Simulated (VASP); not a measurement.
A run of VASP 6.6.1 is set up as follows.

Contents of POSCAR:

```
ZnS
1.0
    0.0000000000      2.6936828800      2.6936828800
    2.6936828800      0.0000000000      2.6936828800
    2.6936828800      2.6936828800      0.0000000000
Zn S
1 1
Direct
    0.0000000000      0.0000000000      0.0000000000
    0.7500000000      0.7500000000      0.7500000000
```

The input INCAR.step1:

```
SYSTEM = ZnS
PREC     = Accurate       ! precision mode
ENCUT    = 600            ! plane-wave cutoff, eV
ISMEAR   = 0              ! smearing method
SIGMA    = 0.02           ! smearing width, eV
LREAL    = .False.        ! projectors in reciprocal space
LASPH    = .True.         ! aspherical terms in the spheres
NELM     = 60             ! most SCF steps
GGA      = PE             ! functional
ALGO     = Normal         ! electronic algorithm
EDIFF    = 1E-4           ! SCF threshold, eV
LWAVE    = .True.         ! write WAVECAR
LCHARG   = .False.        ! write CHGCAR
```

The input INCAR.step2:

```
SYSTEM = ZnS
PREC     = Accurate       ! precision mode
ENCUT    = 600            ! plane-wave cutoff, eV
EDIFF    = 1E-6           ! SCF threshold, eV
ISMEAR   = 0              ! smearing method
SIGMA    = 0.02           ! smearing width, eV
LREAL    = .False.        ! projectors in reciprocal space
LASPH    = .True.         ! aspherical terms in the spheres
NELM     = 60             ! most SCF steps
ALGO     = Normal         ! electronic algorithm
ISIF     = 3              ! what is computed and relaxed
LWAVE    = .False.        ! write WAVECAR
LCHARG   = .False.        ! write CHGCAR
METAGGA  = R2SCAN         ! meta-GGA
LMIXTAU  = .True.       
IBRION   = 2              ! ionic algorithm
NSW      = 100            ! ionic steps
EDIFFG   = -0.05          ! ionic threshold
ISTART   = 1
```

The input KPOINTS:

```
Automatic mesh
0
Gamma
  8 8 8
  0 0 0
```

Potentials or basis: VASP PAW PBE potentials, release 64 (Zn, S).

Run with:

```bash
$ cat potpaw_PBE.64/Zn/POTCAR potpaw_PBE.64/S/POTCAR > POTCAR
$ cp INCAR.step1 INCAR
$ mpirun -np 1 vasp_std > vasp.out
$ cp INCAR.step2 INCAR
$ mpirun -np 1 vasp_std > vasp.out
```

Problem. What does it give for the band gap on the k mesh?

Solution. 2.72 eV, direct.

Final structure:
```
Zn S
1.0
     0.00000    2.69368    2.69368
     2.69368    0.00000    2.69368
     2.69368    2.69368    0.00000
Zn S
1 1
Direct
  0.00000 0.00000 0.00000
  0.75000 0.75000 0.75000
```

Caveat: the relaxation stopped at its first step, so nothing moved; the PAW data sets were made with another functional, which shifts forces and pressure a little. r2SCAN opens gaps a little over a GGA but as a rule still falls short of measured ones.
